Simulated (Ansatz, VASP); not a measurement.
Two plane-wave programs on GaN

File INCAR:

```
  PREC = Accurate
  ENCUT = 520
  EDIFF = 1E-7
  ISMEAR = 0
  SIGMA = 0.05
  LREAL = False
  LASPH = True
  NELM = 100
  ALGO = Normal
  ISIF = 2
  LWAVE = False
  LCHARG = False
  GGA = PE
  NBANDS = 16
```

The input KPOINTS:

```
regular mesh
0
Gamma
  10 10 10
```

Contents of POSCAR:

```
GaN
1.0
    0.0000000000      2.2060113380      2.2742384928
    2.2060113380      0.0000000000      2.2742384928
    2.2060113380      2.2060113380      0.0000000000
Ga N
1 1
Direct
    0.0000000000      0.0000000000      0.0000000000
    0.7500000000      0.7500000000      0.7500000000
```

Input for Ansatz:

```yaml
crystal:
  lattice:
    - [0.0, 2.206011338, 2.2742384928]
    - [2.206011338, 0.0, 2.2742384928]
    - [2.206011338, 2.206011338, 0.0]
  atoms:
    - { symbol: Ga, position: [0.0, 0.0, 0.0] }
    - { symbol: "N", position: [0.75, 0.75, 0.75] }
basis:
  ecutwfc: 420
kpoints:
  mp_grid: { grid: [10, 10, 10] }
hamiltonian:
  xc: pbe
scf:
  occupations: { method: gaussian, width: 0.05 }
output:
  forces: true
  stress: true
  eigenvalues: true
  write_density: true
  write_potential: true
  elf: true
  volumetric_format: npy
```

Change from the starting cell: strain -0.030 along x and y, +0.000 along z, atoms carried along.

Alike in both runs: task single point; functional PBE; k mesh 10 × 10 × 10; occupations gaussian, width 0.05 eV; no spin polarisation.

|  | VASP | Ansatz |
| --- | --- | --- |
| version | VASP 6.6.1 | Ansatz 0.2.0 |
| potentials or method | VASP PAW PBE potentials, release 64 (Ga_d, N), cutoff 520 eV | scalar-relativistic, plane waves, PAW |
| valence electrons in the cell | 18 | 18 |

|  | VASP | Ansatz | Ansatz less VASP |
| --- | --- | --- | --- |
| gap on the k mesh at the Fermi level (eV) | 1.89 | 1.88 | -0.010 |
| least direct gap on the mesh (eV) | 1.89 | 1.88 | -0.010 |
| pressure (GPa) | 11.9 | 11.9 | +0.02 |
| traceless stress, the component that is largest in VASP (GPa) | -2.58 | -2.56 | +0.014 |

The functional is the same, so the differences come from potentials, cutoffs and numerics.
